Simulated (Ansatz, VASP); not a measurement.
One calculation of BeGeSb2, two programs

File POSCAR:

```
BeGeSb2
1.0
    4.2158530073      0.0000000000      0.0000000000
    0.0000000000      4.2158530073      0.0000000000
    0.0000000000      0.0000000000      5.8924597605
Be Sb Ge
1 2 1
Direct
    0.0000000000      0.0000000000      0.0000000000
    0.0000000000      0.5000000000      0.2194401827
    0.5000000000      0.0000000000      0.7805598173
    0.5000000000      0.5000000000      0.5000000000
```

INCAR.step1

```
ALGO = Normal
EDIFF = 1E-4
ENCUT = 520
GGA = PE
ISMEAR = -1
LASPH = T
LCHARG = F
LREAL = F
LWAVE = T
NBANDS = 21
NELM = 100
PREC = Accurate
SIGMA = 0.02
```

File INCAR.step2:

```
ALGO = Normal
EDIFF = 1E-7
ENCUT = 520
ISIF = 2
ISMEAR = -1
ISTART = 1
LASPH = T
LCHARG = T
LELF = T
LMIXTAU = T
LREAL = F
LVHAR = T
LWAVE = F
METAGGA = R2SCAN
NBANDS = 21
NELM = 100
PREC = Accurate
SIGMA = 0.02
```

The input KPOINTS:

```
k-points
0
Gamma
  6 6 4
```

Input for Ansatz:

```yaml
crystal:
  lattice:
    - [4.2158530073, 0.0, 0.0]
    - [0.0, 4.2158530073, 0.0]
    - [0.0, 0.0, 5.8924597605]
  atoms:
    - { symbol: Be, position: [0.0, 0.0, 0.0] }
    - { symbol: Sb, position: [0.0, 0.5, 0.2194401827] }
    - { symbol: Ge, position: [0.5, 0.5, 0.5] }
    - { symbol: Sb, position: [0.5, 0.0, 0.7805598173] }
kpoints:
  mp_grid: { grid: [6, 6, 4] }
hamiltonian:
  xc: r2scan
scf:
  occupations: { method: fermi_dirac, width: 0.02 }
  n_extra_bands: 5
output:
  forces: true
  stress: true
  eigenvalues: true
```

Alike in both runs: task single point; functional r2SCAN; k mesh 6 × 6 × 4; occupations fermi-dirac, width 0.02 eV; no spin polarisation.

|  | VASP | Ansatz |
| --- | --- | --- |
| version | VASP 6.6.1 | Ansatz 0.2.0 |
| potentials or method | VASP PAW PBE potentials, release 64 (Be, Sb, Ge_d) | plane waves, PAW |
| plane-wave cutoff (eV) | 520 | 500 |
| valence electrons in the cell | 26 | 46 |

|  | VASP | Ansatz | Ansatz less VASP |
| --- | --- | --- | --- |
| pressure (GPa) | -1.5 | -1.6 | -0.19 |
| rms of the force components (eV/Å) | 0.015 | 0.017 | +0.0023 |

VASP's potentials were made for PBE, not for r2SCAN. VASP's potentials hold 26 valence electrons a cell and Ansatz's 46, so a difference there can come from the potentials and not from the codes.

Spin-orbit coupling is off throughout.
